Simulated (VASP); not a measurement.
Mg:

```
Mg
1.0
     3.18871   -0.01795    0.00353
    -1.60990    2.74749   -0.00479
     0.00573   -0.00567    5.32230
Mg
2
Cartesian
  1.5935 0.8996 3.9925
  -0.0089 1.8243 1.3286
```

```yaml
Program: VASP 6.6.1
Task: relaxation of cell and atoms
Functional: r2SCAN
Dispersion: rVV10
Potentials_or_basis: VASP PAW PBE potentials, release 64 (Mg)
Cutoff: 600 eV
k_mesh: 7 × 7 × 4
Occupations: fermi-dirac, width 0.01 eV
Spin: no spin polarisation
```

At the start: pressure -1.2 GPa; volume 23.24 Å³/atom.

Task: Where does the relaxation end?

Result: Over 3 steps the energy falls by 2.9 meV/atom and the volume is 22.51 Å³/atom (-3.1 %); space group P6_3/mmc (No. 194, to 0.1 Å) before and after.

Step by step:
```tsv
step	energy change (eV)	largest force (eV/Å)	pressure (GPa)	volume (Å³)
1	0.0000	0.0027	-1.21	46.47
2	-0.0055	0.0036	-0.26	45.30
3	-0.0058	0.0041	-0.01	45.02
```

Final structure:
```
Mg
1.0
     3.15358   -0.02033    0.00161
    -1.59437    2.71923   -0.00284
     0.00253   -0.00377    5.27046
Mg
2
Direct
  0.66666 0.33338 0.75001
  0.33334 0.66662 0.24999
```

Caveat: the PAW data sets were made with another functional, which shifts forces and pressure a little.
